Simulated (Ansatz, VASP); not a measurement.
# Two plane-wave programs on GaN

```
CELL_PARAMETERS angstrom
4.50700 0.00000 0.00000
0.00000 2.25350 -2.25350
0.00000 6.65444 6.65444
ATOMIC_POSITIONS crystal
Ga 0.00000 0.00000 0.93126
Ga 0.50000 0.50000 0.08464
Ga 0.00000 0.00000 0.25397
Ga 0.50000 0.50000 0.42329
Ga 0.00000 0.00000 0.59261
Ga 0.50000 0.50000 0.76194
N 0.75000 0.00000 0.42329
N 0.25000 0.50000 0.59261
N 0.75000 0.00000 0.76194
N 0.25000 0.50000 0.93126
N 0.75000 0.00000 0.08464
N 0.25000 0.50000 0.25397
```

Alike in both runs: task single point; functional PBE; k mesh 6 × 8 × 3; occupations gaussian, width 0.05 eV; no spin polarisation.

|  | VASP | Ansatz |
| --- | --- | --- |
| version | VASP 6.6.1 | Ansatz 0.2.0 |
| potentials or method | VASP PAW PBE potentials, release 64 (Ga_d, N), cutoff 520 eV | scalar-relativistic, plane waves, PAW |
| valence electrons in the cell | 108 | 108 |

|  | VASP | Ansatz | Ansatz less VASP |
| --- | --- | --- | --- |
| gap on the k mesh at the Fermi level (eV) | 1.76 | 1.75 | -0.009 |
| least direct gap on the mesh (eV) | 1.76 | 1.75 | -0.009 |
| pressure (GPa) | 8.9 | 8.8 | -0.03 |
| traceless stress, the component that is largest in VASP (GPa) | 3.69 | 3.72 | +0.027 |
| rms of the force components (eV/Å) | 0.571 | 0.580 | +0.0094 |

Atom by atom the forces differ by 0.010 eV/Å (rms over components). The functional is the same, so the differences come from potentials, cutoffs and numerics.
